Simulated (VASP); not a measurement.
Here is a VASP 6.6.1 calculation.

Contents of INCAR:

```
PREC = Accurate ; ENCUT = 520
EDIFF = 1E-6 ; ISMEAR = 0
SIGMA = 0.1 ; LREAL = F
LASPH = T ; NELM = 60
ALGO = Normal ; ISIF = 2
LWAVE = F ; LCHARG = F
GGA = PE ; NBANDS = 30
```

File KPOINTS:

```
Automatic mesh
0
Gamma
  12 12 4
```

File POSCAR:

```
MgTi2N3
1.0
    3.0098993447      0.0000000000      0.0000000000
   -1.5049496723      2.6066492953      0.0000000000
    0.0000000000      0.0000000000      7.4902519872
Mg Ti N
1 2 3
Direct
    0.0000000000      0.0000000000      0.5000000000
    0.3333333333      0.6666666667      0.1660701625
    0.6666666667      0.3333333333      0.8339298375
    0.3333333333      0.6666666667      0.6808833661
    0.6666666667      0.3333333333      0.3191166339
    0.0000000000      0.0000000000      0.0000000000
```

Potentials or basis: VASP PAW PBE potentials, release 64 (Mg, Ti_sv, N).

Launch:

```console
$ cat potpaw_PBE.64/Mg/POTCAR potpaw_PBE.64/Ti_sv/POTCAR potpaw_PBE.64/N/POTCAR > POTCAR
$ mpirun -np 1 vasp_std > vasp.out
```

Predict the band gap on the k mesh.

zero (an odd number of electrons rules out a gap without spin polarisation).

Predict the largest force.

0.055 eV/Å.

Forces in eV/Å, atoms in the order of the input:
```
Mg   0.000  0.000  0.000
Ti   0.000  0.000  0.002
Ti   0.000  0.000 -0.002
N    0.000  0.000 -0.055
N    0.000  0.000  0.055
N    0.000  0.000  0.000
```

Caveat: an odd number of electrons without spin polarisation forces a metal; a magnetic or distorted state may lie lower.
